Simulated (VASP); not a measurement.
# Co in VASP: single point with PBEsol

Aim: the single point of Co with PBEsol.

All numbers are computed with VASP 6.6.1; they aren't measurements. Logs are shortened: lines on timing, memory, paths and dates and some standing lists are left out, and cuts for length are marked.

## Step 1: The cell of the first run

The cell holds a slab with vacuum, 12 atoms: a = 5.020 Å, b = 5.020 Å, c = 16.071 Å, α = 90.00°, β = 90.00°, γ = 60.00°.

## Step 2: Single point, PBEsol, collinear spin, ferromagnetic start

Contents of INCAR:

```
SYSTEM = Co
  ALGO = Normal
  EDIFF = 1E-6
  ENCUT = 520
  GGA = PS
  ISIF = 2
  ISMEAR = -1
  ISPIN = 2
  LASPH = .TRUE.
  LCHARG = .FALSE.
  LMAXMIX = 4
  LORBIT = 11
  LREAL = .FALSE.
  LWAVE = .FALSE.
  MAGMOM = 1.8 1.8 1.8 1.8 1.8 1.8 1.8 1.8 1.8 1.8 1.8 1.8
  NBANDS = 70
  NELM = 150
  PREC = Accurate
  SIGMA = 0.1
```

Contents of KPOINTS:

```
k-points
0
G
  3 3 1
  0 0 0
```

Contents of POSCAR:

```
Co
1.0
    5.0200000000      0.0000000000      0.0000000000
    2.5100000000      4.3474480000      0.0000000000
    0.0000000000      0.0000000000     16.0712200000
Co
12
Direct
    0.0000000000      0.0000000000      0.0622230297
    0.5000000000      0.0000000000      0.0622230297
    0.0000027602      0.4999944795      0.0622230297
    0.5000027602      0.4999944795      0.0622230297
   -0.0579453055      0.2158507704      0.1757987259
    0.3836929015      0.3003831213      0.1847090638
   -0.1358443574      0.8016887149      0.1842735026
    0.3680208301      0.8392969853      0.2198028526
    0.0759567129      0.0958953391      0.3393830711
    0.5559026935      0.0265213063      0.3199072628
    0.1488636854      0.5511969321      0.3160743242
    0.6155790193      0.4997184555      0.3110342588
```

Potentials or basis: VASP PAW PBE potentials, release 64 (Co).

Started as:

```bash
$ cat potpaw_PBE.64/Co/POTCAR > POTCAR
$ mpirun -np 1 vasp_std > vasp.out
```

OUTCAR:

```text
SYSTEM = Co
   EDIFF = 1E-6
   ENCUT = 520
   GGA = PS
   ISIF = 2
   ISMEAR = -1
   ISPIN = 2
   LASPH = .TRUE.
   LORBIT = 11
   LREAL = .FALSE.
   NELM = 150
   PREC = Accurate

 ion  position               nearest neighbor table
   1  0.000  0.000  0.062-   5 2.07   7 2.45   3 2.51   4 2.51   2 2.51   2 2.51   4 2.51   3 2.51
                             8 3.00
   2  0.500  0.000  0.062-   6 2.37   4 2.51   3 2.51   1 2.51   1 2.51   3 2.51   4 2.51   7 2.52
                             8 2.84   5 3.05
   3  0.000  0.500  0.062-   7 2.36   5 2.42   1 2.51   2 2.51   4 2.51   4 2.51   2 2.51   1 2.51
                             6 2.58
   4  0.500  0.500  0.062-   6 2.41   2 2.51   1 2.51   3 2.51   3 2.51   1 2.51   2 2.51   5 2.67
                             8 2.94
   5  0.942  0.216  0.176-   1 2.07   8 2.15   7 2.30   3 2.42   6 2.46   6 2.62  12 2.67   4 2.67
                             9 2.71   7 2.77   2 3.05   8 3.10
   6  0.384  0.300  0.185-   2 2.37   4 2.41   8 2.42  11 2.44   7 2.46   5 2.46  10 2.48   7 2.56
                             3 2.58   5 2.62   8 2.73  12 2.76
   7  0.864  0.802  0.184-   5 2.30   3 2.36   1 2.45   6 2.46   8 2.47  11 2.51   2 2.52   6 2.56
                            10 2.58   8 2.69   5 2.77
   8  0.368  0.839  0.220-  12 2.12   5 2.15  10 2.29   9 2.37   6 2.42   7 2.47   7 2.69  11 2.70
                             6 2.73   2 2.84   4 2.94   1 3.00   5 3.10
   9  0.076  0.096  0.339-  12 2.23  10 2.28   8 2.37  11 2.52  11 2.60   5 2.71  10 2.82  12 2.90

  10  0.556  0.027  0.320-   9 2.28   8 2.29  11 2.39   6 2.48  12 2.51  12 2.54   7 2.58  11 2.73
                             9 2.82
  11  0.149  0.551  0.316-  12 2.23  10 2.39   6 2.44   7 2.51   9 2.52   9 2.60   8 2.70  10 2.73
                            12 2.82
  12  0.616  0.500  0.311-   8 2.12  11 2.23   9 2.23  10 2.51  10 2.54   5 2.67   6 2.76  11 2.82
                             9 2.90

  LATTYP: Found a hexagonal cell.
 ALAT       =     5.0200004096
 C/A-ratio  =     3.2014379858

  Lattice vectors:

 A1 = (  -2.5100000000,  -4.3474480000,   0.0000000000)
 A2 = (   5.0200000000,   0.0000000000,   0.0000000000)
 A3 = (   0.0000000000,   0.0000000000,  16.0712200000)

Analysis of symmetry for initial positions (statically):
=====================================================================
 Subroutine PRICEL returns:
 Original cell was already a primitive cell.

 Routine SETGRP: Setting up the symmetry group for a
 hexagonal supercell.

 Subroutine GETGRP returns: Found  1 space group operations
 (whereof  1 operations were pure point group operations)
 out of a pool of 24 trial point group operations.

The static configuration has the point symmetry C_1 .

Analysis of symmetry for dynamics (positions and initial velocities):
=====================================================================
 Subroutine PRICEL returns:
 Original cell was already a primitive cell.

 Routine SETGRP: Setting up the symmetry group for a
 hexagonal supercell.

 Subroutine GETGRP returns: Found  1 space group operations
 (whereof  1 operations were pure point group operations)
 out of a pool of 24 trial point group operations.

The dynamic configuration has the point symmetry C_1 .

Analysis of structural, dynamic, and magnetic symmetry:
=====================================================================
 Subroutine PRICEL returns:
 Original cell was already a primitive cell.

 Routine SETGRP: Setting up the symmetry group for a
 hexagonal supercell.

 Subroutine GETGRP returns: Found  1 space group operations
 (whereof  1 operations were pure point group operations)
 out of a pool of 24 trial point group operations.

The overall configuration has the point symmetry C_1 .

 Subroutine INISYM returns: Found  1 space group operations
 (whereof  1 operations are pure point group operations),
 and found     1 'primitive' translations

----------------------------------------------------------------------------------------

                                     Primitive cell

  volume of cell :     350.7413

  direct lattice vectors                    reciprocal lattice vectors
     5.020000000  0.000000000  0.000000000     0.199203187 -0.115010001  0.000000000
     2.510000000  4.347448000  0.000000000     0.000000000  0.230020003  0.000000000
     0.000000000  0.000000000 16.071220000     0.000000000  0.000000000  0.062223030

[... 84 lines left out ...]
   LREAL  =      F    real-space projection
   EDIFFG = 0.1E-04   stopping-criterion for IOM
   NSW    =      0    number of steps for IOM
   IBRION =     -1    ionic relax: 0-MD 1-quasi-New 2-CG
   NFREE  =      0    steps in history (QN), initial steepest desc. (CG)
   ISIF   =      2    stress and relaxation
   ISYM   =      2    0-nonsym 1-usesym 2-fastsym
   POTIM  = 0.5000    time-step for ionic-motion
   TEBEG  =    0.0;   TEEND  =   0.0 temperature during run
   PSTRESS=    0.0 pullay stress
   NELECT =     108.0000    total number of electrons
   NUPDOWN=      -1.0000    fix difference up-down
   EMIN   =  10.00;   EMAX   =-10.00  energy-range for DOS
   EFERMI =   0.00;   METHOD = LEGACY
   ISMEAR =    -1;   SIGMA  =   0.10  broadening in eV -4-tet -1-fermi 0-gaus
   EFERMI_NEDOS =   21; number of points for ismear=-14 and -15
   IALGO  =     38    algorithm
   IMIX   =      4    mixing-type and parameters
     AMIX     =   0.40;   BMIX     =  1.00
     AMIX_MAG =   1.60;   BMIX_MAG =  1.00
  volume/ion in A,a.u.               =      29.23       197.24
  Fermi-wavevector in a.u.,A,eV,Ry     =   1.105487  2.089068 16.627710  1.222102
  Thomas-Fermi vector in A             =   2.241975
   LORBIT       =     11    0 simple, 1 ext, 2 COOP (PROOUT), +10 PAW based schemes
   GGA     = PS    functional components
   LHFCALC =     F    Hartree Fock is set to
   AEXX    =    0.0000 exact exchange contribution
   IVDW    =     0    specifies the selected vdW correction
   LEPSILON=     F    determine dielectric tensor
   LRPA    =     F    only Hartree local field effects (RPA)
 spin polarized calculation
  energy-cutoff  :      520.00
  volume of cell :      350.74
 maximum number of plane-waves:      9430
 NGX is ok and might be reduce to    40
   NGX = 19   NGY = 19   NGZ = 59

 number of electron     108.0000006 magnetization      21.1285188

 Free energy of the ion-electron system (eV)
  ---------------------------------------------------
  ext. energy  EPLUGINS =         0.00000000
  ---------------------------------------------------
  free energy    TOTEN  =       -83.29144509 eV

  energy without entropy =      -82.83897060  energy(sigma->0) =      -83.06520784

 E-fermi :   0.7415     XC(G=0):  -6.3288

 val. band max:        0.7402589445   @ k =   0.0000   0.0000   0.0000
 cond. band min:       0.7491146528   @ k =   0.0000   0.3333   0.0000
 fundamental gap:      0.0088557083
 Fermi energy:         0.7415029813

 spin component 1

 k-point     1 :       0.0000    0.0000    0.0000
  band No.  band energies     occupation
      1      -7.3468      1.00000
      2      -5.5486      1.00000
      3      -4.4279      1.00000
      4      -4.2771      1.00000
      5      -4.2224      1.00000
      6      -4.0338      1.00000
[... 334 lines left out ...]
     65       0.1964      0.99573
     66       0.3564      0.97919
 Fermi energy:         0.7415029813

 spin component 2

 k-point     1 :       0.0000    0.0000    0.0000
  band No.  band energies     occupation
      1      -7.2429      1.00000
      2      -5.3293      1.00000
      3      -3.6079      1.00000
      4      -3.1326      1.00000
      5      -3.0712      1.00000
      6      -2.9440      1.00000
[... 334 lines left out ...]
     65       1.9499      0.00001
     66       2.0498      0.00000
 [bands above 66 left out]

------------------------ aborting loop because EDIFF is reached ----------------------------------------

  FORCE on cell =-STRESS in cart. coord.  units (eV):
  Direction    XX          YY          ZZ          XY          YZ          ZX
  --------------------------------------------------------------------------------------
  -------------------------------------------------------------------------------------
  Total      -14.9881363    -10.7127746     -3.9012678     -2.0017835     -1.0247830      1.1718498
  in kB      -68.4654170    -48.9356758    -17.8208898     -9.1440949     -4.6811821      5.3529794
  external PRESSURE =     -45.0739942 kB  Pullay stress =       0.0000000 kB

 VOLUME and BASIS-vectors are now :
 -----------------------------------------------------------------------------
  energy-cutoff  :      520.00
  volume of cell :      350.74
      direct lattice vectors                 reciprocal lattice vectors
     5.020000000  0.000000000  0.000000000     0.199203187 -0.115010001  0.000000000
     2.510000000  4.347448000  0.000000000     0.000000000  0.230020003  0.000000000
     0.000000000  0.000000000 16.071220000     0.000000000  0.000000000  0.062223030

 POSITION                                       TOTAL-FORCE (eV/Angst)
 -----------------------------------------------------------------------------------
      0.00000      0.00000      1.00000        -0.281638     -0.942967     -1.440876
      2.51000      0.00000      1.00000         0.023038     -0.181285      0.655236
      1.25500      2.17370      1.00000         0.185399     -0.046380      0.432537
      3.76500      2.17370      1.00000         0.090794     -0.096597      0.739670
      5.27090      0.93840      2.82530        -0.621761      3.337667      1.609750
      2.68010      1.30590      2.96850         0.462398      0.696693      0.310623
      6.35030      3.48530      2.96150        -0.335702     -0.782412      0.421921
      3.95410      3.64880      3.53250        -0.136603     -0.921987     -2.077863
      0.62200      0.41690      5.45430        -0.323936     -0.879734     -0.741252
      2.85720      0.11530      5.14130         1.401630     -0.035838     -0.200289
      2.13080      2.39630      5.07970        -1.290571      0.476495     -0.500458
      4.34450      2.17250      4.99870         0.826951     -0.623656      0.791000
 -----------------------------------------------------------------------------------
    total drift:                               -0.000137      0.000227     -0.002016

  FREE ENERGIE OF THE ION-ELECTRON SYSTEM (eV)
  ---------------------------------------------------
  free  energy   TOTEN  =       -83.2914450884 eV

  energy  without entropy=      -82.8389705993  energy(sigma->0) =      -83.06520784

 total charge

# of ion       s       p       d       tot
------------------------------------------
    1        0.511   0.423   7.264   8.198
    2        0.471   0.386   7.204   8.061
    3        0.490   0.405   7.217   8.112
    4        0.465   0.365   7.190   8.020
    5        0.516   0.519   7.308   8.342
    6        0.475   0.494   7.259   8.228
    7        0.470   0.473   7.252   8.195
    8        0.517   0.533   7.318   8.368
    9        0.477   0.352   7.237   8.066
   10        0.490   0.403   7.238   8.131
   11        0.478   0.386   7.216   8.080
   12        0.521   0.439   7.271   8.231
--------------------------------------------------
tot          5.880   5.178  86.975  98.032

 magnetization (x)

# of ion       s       p       d       tot
------------------------------------------
    1       -0.007  -0.035   1.785   1.742
    2       -0.005  -0.035   1.822   1.782
    3       -0.003  -0.038   1.790   1.749
    4       -0.005  -0.034   1.867   1.828
    5       -0.017  -0.041   1.841   1.783
    6       -0.016  -0.050   1.776   1.710
    7       -0.016  -0.045   1.796   1.735
    8       -0.014  -0.046   1.791   1.731
    9        0.004  -0.021   1.876   1.859
   10       -0.004  -0.031   1.796   1.761
   11       -0.005  -0.032   1.836   1.799
   12       -0.001  -0.033   1.789   1.756
--------------------------------------------------
tot         -0.089  -0.441  21.766  21.235
```

Wall time 33 min (1 thread of Intel Xeon 8259CL, shared host); peak memory 0.69 GiB.

What came out:

```yaml
Free_energy: -83.2914 eV
Largest_force: 3.757 eV/Å
Net_moment: 21.13 μB per cell
Site_moments: Co +1.74, +1.78, +1.75, +1.83, +1.71, +1.73, +1.86, +1.76, +1.80 (each value once) μB
Valence_electrons_inside_the_program's_atomic_spheres: Co 8.20, 8.06, 8.11, 8.02, 8.34, 8.23, 8.37, 8.07, 8.13, 8.08 (each value once)
```

Forces on the atoms (eV/Å):
```
Co  -0.282 -0.943 -1.441
Co   0.023 -0.181  0.655
Co   0.185 -0.046  0.433
Co   0.091 -0.097  0.740
Co  -0.622  3.338  1.610
Co   0.462  0.697  0.311
Co  -0.336 -0.782  0.422
Co  -0.137 -0.922 -2.078
Co  -0.324 -0.880 -0.741
Co   1.402 -0.036 -0.200
Co  -1.291  0.476 -0.500
Co   0.827 -0.624  0.791
```

Caveat: the k points lie up to 0.48 Å⁻¹ apart; the atoms stand as in a frame of molecular dynamics; there is no dipole correction, which matters where the two faces differ; the PAW data sets were made with another functional, which shifts forces and pressure a little.
